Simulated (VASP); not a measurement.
Wanted: the native input for a VASP 6.6.1 run.

```
Task                   : single point
Functional             : RPBE
Potentials or basis    : VASP PAW PBE potentials, release 64 (Rh_pv)
Cutoff                 : 520 eV
k mesh                 : 9 × 9 × 13
Occupations            : fermi-dirac, width 0.1 eV
Spin                   : no spin polarisation
Dipole correction      : no
Further INCAR settings : ALGO = Normal; EDIFF = 1e-07; NBANDS = 30
```

The structure of Rh lies in POSCAR:

```
Rh
1.0
    4.1841854755      0.0000000000      0.0000000000
   -2.0920927378      3.6236109159      0.0000000000
    0.0000000000      0.0000000000      2.5686312446
Rh
3
Direct
    0.0000000000      0.0000000000      0.0000000000
    0.3333333333      0.6666666667      0.5000000000
    0.6666666667      0.3333333333      0.5000000000
```

This cell differs from its parent crystal: volume scaled by 0.88.

The input as run:

INCAR

```
  PREC = Accurate
  ENCUT = 520
  EDIFF = 1E-7
  ISMEAR = -1
  SIGMA = 0.1
  LREAL = F
  LASPH = T
  NELM = 100
  ALGO = Normal
  ISIF = 2
  LWAVE = F
  LCHARG = F
  GGA = RP
  NBANDS = 30
```

KPOINTS

```
regular mesh
0
Gamma
  9 9 13
```

Potentials or basis: VASP PAW PBE potentials, release 64 (Rh_pv).

Run with:

```bash
$ cat potpaw_PBE.64/Rh_pv/POTCAR > POTCAR
$ mpirun -np 1 vasp_std > vasp.out
```

Results of the run:

The pressure is 39.2 GPa.

Caveat: the PAW data sets were made with another functional, which shifts forces and pressure a little.

It took 48 s on 1 thread of Intel(R) Xeon(R) Platinum 8375C CPU @ 2.90GHz (Ice Lake) (shared host), peak memory 0.2 GiB.
